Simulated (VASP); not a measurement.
# Sb (I4/mmm) in VASP: settings compared

Sb is run at these levels: PBE, LDA; tasks: single point, relaxation of cell and atoms.

Program: VASP 6.6.1. These are calculated values, not measurements. Logs are shortened: lines on timing, memory, paths and dates and some standing lists are left out, and cuts for length are marked.

### 1 The cell of the first run

Symmetry: I4/mmm, No. 139, tetragonal system. Conventional cell: a = 3.153 Å, b = 3.153 Å, c = 5.424 Å, α = 90.00°, β = 90.00°, γ = 90.00°. Within 4.1 Å of Sb (site symmetry 4/mmm) lie 12 Sb at 3.15 to 3.51 Å.

### 2 Single point, PBE

INCAR

```
PREC = Accurate
ENCUT = 520
EDIFF = 1E-7
ISMEAR = 0
SIGMA = 0.011
LREAL = F
LASPH = T
NELM = 100
ALGO = Normal
ISIF = 2
LWAVE = F
LCHARG = T
GGA = PE
LELF = T
LVHAR = T
NBANDS = 8
```

KPOINTS

```
regular mesh
0
Gamma
  12 12 12
```

POSCAR

```
Sb
1.0
   -1.5765401831      1.5765401831      2.7119384313
    1.5765401831     -1.5765401831      2.7119384313
    1.5765401831      1.5765401831     -2.7119384313
Sb
1
Direct
    0.0000000000      0.0000000000      0.0000000000
```

Potentials or basis: VASP PAW PBE potentials, release 64 (Sb).

Run with:

```bash
> cat potpaw_PBE.64/Sb/POTCAR > POTCAR
> mpirun -np 1 vasp_std > vasp.out
```

OUTCAR:

```text
PREC = Accurate
   ENCUT = 520
   EDIFF = 1E-7
   ISMEAR = 0
   LREAL = F
   LASPH = T
   NELM = 100
   ISIF = 2
   GGA = PE

 ion  position               nearest neighbor table
   1  0.000  0.000  0.000-

  LATTYP: Found a body centered tetragonal cell.
 ALAT       =     3.1530803662
 C/A-ratio  =     1.7201835135

  Lattice vectors:

 A1 = (  -1.5765401831,   1.5765401831,   2.7119384313)
 A2 = (   1.5765401831,  -1.5765401831,   2.7119384313)
 A3 = (   1.5765401831,   1.5765401831,  -2.7119384313)

Analysis of symmetry for initial positions (statically):
=====================================================================
 Subroutine PRICEL returns:
 Original cell was already a primitive cell.

 Routine SETGRP: Setting up the symmetry group for a
 body centered tetragonal supercell.

 Subroutine GETGRP returns: Found 16 space group operations
 (whereof 16 operations were pure point group operations)
 out of a pool of 16 trial point group operations.

The static configuration has the point symmetry D_4h.

Analysis of symmetry for dynamics (positions and initial velocities):
=====================================================================
 Subroutine PRICEL returns:
 Original cell was already a primitive cell.

 Routine SETGRP: Setting up the symmetry group for a
 body centered tetragonal supercell.

 Subroutine GETGRP returns: Found 16 space group operations
 (whereof 16 operations were pure point group operations)
 out of a pool of 16 trial point group operations.

The dynamic configuration has the point symmetry D_4h.

 Subroutine INISYM returns: Found 16 space group operations
 (whereof 16 operations are pure point group operations),
 and found     1 'primitive' translations

----------------------------------------------------------------------------------------

                                     Primitive cell

  volume of cell :      26.9619

  direct lattice vectors                    reciprocal lattice vectors
    -1.576540183  1.576540183  2.711938431     0.000000000  0.317150178  0.184369967
     1.576540183 -1.576540183  2.711938431     0.317150178  0.000000000  0.184369967
     1.576540183  1.576540183 -2.711938431     0.317150178  0.317150178  0.000000000

  length of vectors
     3.510778824  3.510778824  3.510778824     0.366846726  0.366846726  0.448518083

[... 73 lines left out ...]
   LNONCOLLINEAR =      F non collinear calculations
   LSORBIT =      F    spin-orbit coupling
   LASPH  =      T    aspherical Exc in radial PAW
   ENCUT  =  520.0 eV  38.22 Ry    6.18 a.u.   6.53  6.53  6.53*2*pi/ulx,y,z
   NELM   =    100;   NELMIN=  2; NELMDL= -5     # of ELM steps
   EDIFF  = 0.1E-06   stopping-criterion for ELM
   LREAL  =      F    real-space projection
   EDIFFG = 0.1E-05   stopping-criterion for IOM
   NSW    =      0    number of steps for IOM
   IBRION =     -1    ionic relax: 0-MD 1-quasi-New 2-CG
   NFREE  =      0    steps in history (QN), initial steepest desc. (CG)
   ISIF   =      2    stress and relaxation
   ISYM   =      2    0-nonsym 1-usesym 2-fastsym
   POTIM  = 0.5000    time-step for ionic-motion
   TEBEG  =    0.0;   TEEND  =   0.0 temperature during run
   PSTRESS=    0.0 pullay stress
   NELECT =       5.0000    total number of electrons
   NUPDOWN=      -1.0000    fix difference up-down
   EMIN   =  10.00;   EMAX   =-10.00  energy-range for DOS
   EFERMI =   0.00;   METHOD = LEGACY
   ISMEAR =     0;   SIGMA  =   0.01  broadening in eV -4-tet -1-fermi 0-gaus
   EFERMI_NEDOS =   21; number of points for ismear=-14 and -15
   IALGO  =     38    algorithm
   IMIX   =      4    mixing-type and parameters
     AMIX     =   0.40;   BMIX     =  1.00
     AMIX_MAG =   1.60;   BMIX_MAG =  1.00
  volume/ion in A,a.u.               =      26.96       181.95
  Fermi-wavevector in a.u.,A,eV,Ry     =   0.933573  1.764197 11.858269  0.871558
  Thomas-Fermi vector in A             =   2.060288
   LORBIT       =      0    0 simple, 1 ext, 2 COOP (PROOUT), +10 PAW based schemes
   GGA     = PE    functional components
   LHFCALC =     F    Hartree Fock is set to
   AEXX    =    0.0000 exact exchange contribution
   IVDW    =     0    specifies the selected vdW correction
   LEPSILON=     F    determine dielectric tensor
   LRPA    =     F    only Hartree local field effects (RPA)
 non-spin polarized calculation
 Gauss-broadening in eV      SIGMA  =   0.01
  energy-cutoff  :      520.00
  volume of cell :       26.96
 maximum number of plane-waves:       748
 NGX is ok and might be reduce to    28
   NGX = 13   NGY = 13   NGZ = 13

 number of electron       5.0000000 magnetization

 Free energy of the ion-electron system (eV)
  ---------------------------------------------------
  ext. energy  EPLUGINS =         0.00000000
  ---------------------------------------------------
  free energy    TOTEN  =        -3.83928686 eV

  energy without entropy =       -3.83922506  energy(sigma->0) =       -3.83925596

 E-fermi :   8.5534     XC(G=0): -10.2149

 val. band max:        8.5453354377   @ k =   0.3333   0.1667   0.0833
 cond. band min:       8.5661241899   @ k =  -0.3333   0.5000   0.0833
 fundamental gap:      0.0207887522
 Fermi energy:         8.5533877542

 k-point     1 :       0.0000    0.0000    0.0000
  band No.  band energies     occupation
      1      -4.4329      2.00000
      2      13.1552      0.00000
      3      13.9527      0.00000
      4      13.9527      0.00000
      5      17.8741      0.00000
      6      19.1540      0.00000
      7      19.1570      0.00000
      8      19.2458      0.00000
[... 243 lines left out ...]
 k-point    24 :      -0.4167    0.1667    0.0000
  band No.  band energies     occupation
      1      -1.2379      2.00000
      2       4.9070      2.00000
      3       9.8117      0.00000
      4      11.3098      0.00000
      5      15.1292      0.00000
      6      16.9182      0.00000
      7      18.9903      0.00000
      8      22.2714      0.00000

 [... further k-points ...]
[... 5 lines left out ...]
  --------------------------------------------------------------------------------------
  -------------------------------------------------------------------------------------
  Total        0.3377382      0.3377382      0.1907370      0.0000000      0.0000000      0.0000000
  in kB       20.0696981     20.0696981     11.3343241      0.0000000      0.0000000      0.0000000
  external PRESSURE =      17.1579068 kB  Pullay stress =       0.0000000 kB

 VOLUME and BASIS-vectors are now :
 -----------------------------------------------------------------------------
  energy-cutoff  :      520.00
  volume of cell :       26.96
      direct lattice vectors                 reciprocal lattice vectors
    -1.576540183  1.576540183  2.711938431     0.000000000  0.317150178  0.184369967
     1.576540183 -1.576540183  2.711938431     0.317150178  0.000000000  0.184369967
     1.576540183  1.576540183 -2.711938431     0.317150178  0.317150178  0.000000000

 POSITION                                       TOTAL-FORCE (eV/Angst)
 -----------------------------------------------------------------------------------
      0.00000      0.00000      0.00000         0.000000      0.000000     -0.000000
 -----------------------------------------------------------------------------------
    total drift:                               -0.000000      0.000000      0.000000

  FREE ENERGIE OF THE ION-ELECTRON SYSTEM (eV)
  ---------------------------------------------------
  free  energy   TOTEN  =        -3.8392868615 eV

  energy  without entropy=       -3.8392250637  energy(sigma->0) =       -3.83925596
```

OSZICAR:

```text
N       E                     dE             d eps       ncg     rms          rms(c)
DAV:   1     0.494846525202E+01    0.49485E+01   -0.16749E+03  2648   0.408E+02
DAV:   2    -0.374589742124E+01   -0.86944E+01   -0.84126E+01  3664   0.518E+01
DAV:   3    -0.384424385746E+01   -0.98346E-01   -0.98182E-01  3008   0.615E+00
DAV:   4    -0.384458269210E+01   -0.33883E-03   -0.33883E-03  4032   0.450E-01
DAV:   5    -0.384458314280E+01   -0.45070E-06   -0.45026E-06  3392   0.109E-02    0.178E+00
DAV:   6    -0.384107854922E+01    0.35046E-02   -0.21747E-03  3240   0.239E-01    0.102E+00
DAV:   7    -0.383927252180E+01    0.18060E-02   -0.45707E-03  3136   0.348E-01    0.542E-02
DAV:   8    -0.383928690700E+01   -0.14385E-04   -0.90049E-05  3584   0.706E-02    0.799E-03
DAV:   9    -0.383928751770E+01   -0.61070E-06   -0.10448E-06  3760   0.791E-03    0.335E-03
DAV:  10    -0.383928697399E+01    0.54371E-06   -0.37671E-08  3440   0.113E-03    0.690E-04
DAV:  11    -0.383928685618E+01    0.11781E-06   -0.27197E-09  1808   0.356E-04    0.888E-05
DAV:  12    -0.383928686146E+01   -0.52800E-08   -0.29978E-10  1600   0.130E-04
   1 F= -.38392869E+01 E0= -.38392560E+01  d E =-.617977E-04
```

Wall time 34 s (1 thread of Intel Xeon Platinum 8375C at 2.90GHz (Ice Lake), shared host); peak memory 0.18 GiB.

Results:

* Free energy: -3.8393 eV
* Pressure: 1.7 GPa

Levels at points of the mesh, in eV from the Fermi level:
```tsv
k point	band 1	band 2	band 3	band 4	band 5	band 6	band 7
(0.00, 0.00, 0.00)	-12.99	4.60	5.40	5.40	9.32	10.60	10.60
(0.50, 0.00, 0.00)	-9.17	-5.84	1.74	5.34	6.08	10.15	10.44
(0.50, 0.50, 0.00)	-6.68	-4.44	-1.06	0.55	3.43	4.32	15.65
(0.50, 0.50, 0.50)	-9.31	-5.71	2.08	2.08	5.84	6.06	18.12
```

Caveat: spin-orbit coupling is left out, which moves the levels of the heavy elements.

### 3 Single point, LDA

INCAR

```
SYSTEM = Sb
ALGO     = Normal         ! electronic algorithm
EDIFF    = 1E-6           ! SCF threshold, eV
ENCUT    = 520            ! plane-wave cutoff, eV
ISIF     = 2              ! what is computed and relaxed
ISMEAR   = -1             ! smearing method
LASPH    = .TRUE.         ! aspherical terms in the spheres
LCHARG   = .FALSE.        ! write CHGCAR
LREAL    = .FALSE.        ! projectors in reciprocal space
LWAVE    = .FALSE.        ! write WAVECAR
NBANDS   = 8              ! bands
NELM     = 60             ! most SCF steps
PREC     = Accurate       ! precision mode
SIGMA    = 0.05           ! smearing width, eV
```

KPOINTS

```
k-points
0
G
  12 12 12
  0 0 0
```

POSCAR is that of step 2.

Potentials or basis: VASP PAW LDA potentials, release 64 (Sb).

Run with:

```bash
> cat potpaw_LDA.64/Sb/POTCAR > POTCAR
> mpirun -np 1 vasp_std > vasp.out
```

OUTCAR:

```text
SYSTEM = Sb
   EDIFF = 1E-6
   ENCUT = 520
   ISIF = 2
   ISMEAR = -1
   LASPH = .TRUE.
   LREAL = .FALSE.
   NELM = 60
   PREC = Accurate

 ion  position               nearest neighbor table
   1  0.000  0.000  0.000-

  LATTYP: Found a body centered tetragonal cell.
 ALAT       =     3.1530803662
 C/A-ratio  =     1.7201835135

  Lattice vectors:

 A1 = (  -1.5765401831,   1.5765401831,   2.7119384313)
 A2 = (   1.5765401831,  -1.5765401831,   2.7119384313)
 A3 = (   1.5765401831,   1.5765401831,  -2.7119384313)

[... 433 lines left out ...]
  band No.  band energies     occupation
      1      -1.3914      2.00000
      2       4.7872      2.00000
      3       9.6629      0.00000
      4      11.1395      0.00000
      5      15.0029      0.00000
      6      16.7505      0.00000
      7      18.7575      0.00000
      8      21.7165      0.00000

 [... further k-points ...]
[... 5 lines left out ...]
  --------------------------------------------------------------------------------------
  -------------------------------------------------------------------------------------
  Total       -0.3829541     -0.3829541     -0.4080263      0.0000000      0.0000000      0.0000000
  in kB      -22.7565989    -22.7565989    -24.2464858      0.0000000      0.0000000      0.0000000
  external PRESSURE =     -23.2532278 kB  Pullay stress =       0.0000000 kB

 VOLUME and BASIS-vectors are now :
 -----------------------------------------------------------------------------
  energy-cutoff  :      520.00
  volume of cell :       26.96
      direct lattice vectors                 reciprocal lattice vectors
    -1.576540183  1.576540183  2.711938431     0.000000000  0.317150178  0.184369967
     1.576540183 -1.576540183  2.711938431     0.317150178  0.000000000  0.184369967
     1.576540183  1.576540183 -2.711938431     0.317150178  0.317150178  0.000000000

 POSITION                                       TOTAL-FORCE (eV/Angst)
 -----------------------------------------------------------------------------------
      0.00000      0.00000      0.00000         0.000000     -0.000000      0.000000
 -----------------------------------------------------------------------------------
    total drift:                                0.000000      0.000000      0.000000

  FREE ENERGIE OF THE ION-ELECTRON SYSTEM (eV)
  ---------------------------------------------------
  free  energy   TOTEN  =        -4.5478576247 eV

  energy  without entropy=       -4.5422297097  energy(sigma->0) =       -4.54504367
```

OSZICAR:

```text
N       E                     dE             d eps       ncg     rms          rms(c)
DAV:   1     0.475582562420E+01    0.47558E+01   -0.16620E+03  2624   0.408E+02
DAV:   2    -0.444076893123E+01   -0.91966E+01   -0.88754E+01  3648   0.529E+01
DAV:   3    -0.455673441509E+01   -0.11597E+00   -0.11585E+00  3032   0.659E+00
DAV:   4    -0.455712267755E+01   -0.38826E-03   -0.38826E-03  3960   0.479E-01
DAV:   5    -0.455712327942E+01   -0.60187E-06   -0.60125E-06  3368   0.132E-02    0.186E+00
DAV:   6    -0.455102534068E+01    0.60979E-02   -0.27622E-03  3032   0.229E-01    0.106E+00
DAV:   7    -0.454787412223E+01    0.31512E-02   -0.51249E-03  3272   0.314E-01    0.343E-02
DAV:   8    -0.454785792807E+01    0.16194E-04   -0.87173E-05  3248   0.663E-02    0.968E-03
DAV:   9    -0.454785762475E+01    0.30332E-06   -0.11048E-06  3960   0.763E-03
   1 F= -.45478576E+01 E0= -.45450437E+01  d E =-.562792E-02
```

stdout:

```text
POSCAR found type information on POSCAR Sb
 POSCAR found :  1 types and       1 ions
 scaLAPACK will be used
 LDA part: xc-table for (Slater(with rela. corr.)+CA(PZ))
 , standard interpolation
 POSCAR, INCAR and KPOINTS ok, starting setup
 FFT: planning ... GRIDC
 FFT: planning ... GRID_SOFT
 FFT: planning ... GRID
 WAVECAR not read
 entering main loop
```

It took 32 s on 1 thread of Intel Xeon Platinum 8375C at 2.90GHz (Ice Lake), shared host; peak memory 0.16 GiB.

What came out:

| Item | Value |
| --- | --- |
| Free energy | -4.5479 eV |
| Pressure | -2.3 GPa |

Stress tensor (GPa, compression positive):
```
-2.28  0.00  0.00
 0.00 -2.28  0.00
 0.00  0.00 -2.42
```

Levels at points of the mesh, in eV from the Fermi level:
| k point | band 1 | band 2 | band 3 | band 4 | band 5 | band 6 | band 7 |
| --- | --- | --- | --- | --- | --- | --- | --- |
| (0.00, 0.00, 0.00) | -12.96 | 4.55 | 5.35 | 5.35 | 9.19 | 10.45 | 10.52 |
| (0.50, 0.00, 0.00) | -9.17 | -5.77 | 1.74 | 5.29 | 6.12 | 10.01 | 10.52 |
| (0.50, 0.50, 0.00) | -6.72 | -4.37 | -1.03 | 0.57 | 3.51 | 4.41 | 14.91 |
| (0.50, 0.50, 0.50) | -9.32 | -5.64 | 2.08 | 2.08 | 5.89 | 6.10 | 16.85 |

Caveat: spin-orbit coupling is left out, which moves the levels of the heavy elements.

### 4 Relaxation of cell and atoms, LDA

INCAR

```
PREC = Accurate
ENCUT = 600
EDIFF = 1E-6
ISMEAR = -1
SIGMA = 0.05
LREAL = F
LASPH = T
NELM = 80
ALGO = Normal
ISIF = 3
LWAVE = F
LCHARG = F
GGA = CA
IBRION = 2
NSW = 60
EDIFFG = -0.01
```

KPOINTS

```
Automatic mesh
0
Gamma
  12 12 12
```

POSCAR is that of step 3.

Run with:

```bash
> cat potpaw_LDA.64/Sb/POTCAR > POTCAR
> mpirun -np 1 vasp_std > vasp.out
```

Wall time 1.8 min (1 thread of Intel Xeon Platinum 8375C at 2.90GHz (Ice Lake), shared host); peak memory 0.17 GiB.

Results (log left out):

```yaml
Free_energy: -4.5578 eV
Relaxed_volume: 25.91 Å³/atom
Relaxed_cell: a = 3.424 Å, b = 3.424 Å, c = 3.424 Å, α = 125.03°, β = 125.03°, γ = 81.50°
Space_group_after_relaxing_to_0.05_Å: I4/mmm (No. 139)
Energy_gained_by_relaxing: 9.9 meV/atom
Ionic_steps: 10
Pressure_after_relaxing: 0.0 GPa
```

The path:
```tsv
step	energy change (eV)	largest force (eV/Å)	pressure (GPa)	volume (Å³)
1	0.0000	0.0000	-2.33	26.96
2	-0.0043	0.0000	1.63	25.46
3	-0.0071	0.0000	0.01	26.02
4	-0.0075	0.0000	0.01	26.00
5	-0.0088	0.0000	0.04	25.94
6	-0.0098	0.0000	0.25	25.81
7	-0.0099	0.0000	0.19	25.85
8	-0.0099	0.0000	0.21	25.84
9	-0.0095	0.0000	-0.59	26.12
10	-0.0099	0.0000	0.00	25.91
```

Final structure:
```yaml
crystal:
  lattice:
    - [-1.58019, 1.58019, 2.59369]
    - [1.58019, -1.58019, 2.59369]
    - [1.58019, 1.58019, -2.59369]
  atoms:
    - { symbol: Sb, position: [0.00000, 0.00000, 0.00000] }
```

Levels at points of the mesh, in eV from the Fermi level:
```tsv
k point	band 1	band 2	band 3	band 4	band 5	band 6
(0.00, 0.00, 0.00)	-13.26	5.20	5.58	5.58	9.40	10.40
(0.50, 0.00, 0.00)	-9.27	-6.03	2.30	5.10	6.74	9.85
(0.50, 0.50, 0.00)	-6.88	-4.69	-0.75	0.48	3.65	4.38
(0.50, 0.50, 0.50)	-8.96	-5.75	1.71	1.71	5.60	5.71
```

Caveat: spin-orbit coupling is left out, which moves the levels of the heavy elements.

### 5 Summary

| task | level | potentials or basis | cell | cutoff (eV) | smearing | gap on the mesh (eV) | pressure (GPa) |
| --- | --- | --- | --- | --- | --- | --- | --- |
| single point | PBE | VASP PAW PBE potentials, release 64 (Sb) | as given | 520 | gaussian 0.011 eV | none | 1.7 |
| single point | LDA | VASP PAW LDA potentials, release 64 (Sb) | as given | 520 | fermi-dirac 0.05 eV | none | -2.3 |
| relaxation of cell and atoms | LDA | VASP PAW LDA potentials, release 64 (Sb) | relaxed | 600 | fermi-dirac 0.05 eV | none | 0.0 |

Alike in all rows: no spin polarisation; k mesh 12 × 12 × 12.

Caveats: spin-orbit coupling is left out, which moves the levels of the heavy elements.

Total energies depend on the potentials used, so only differences within one code and one set of settings carry meaning.
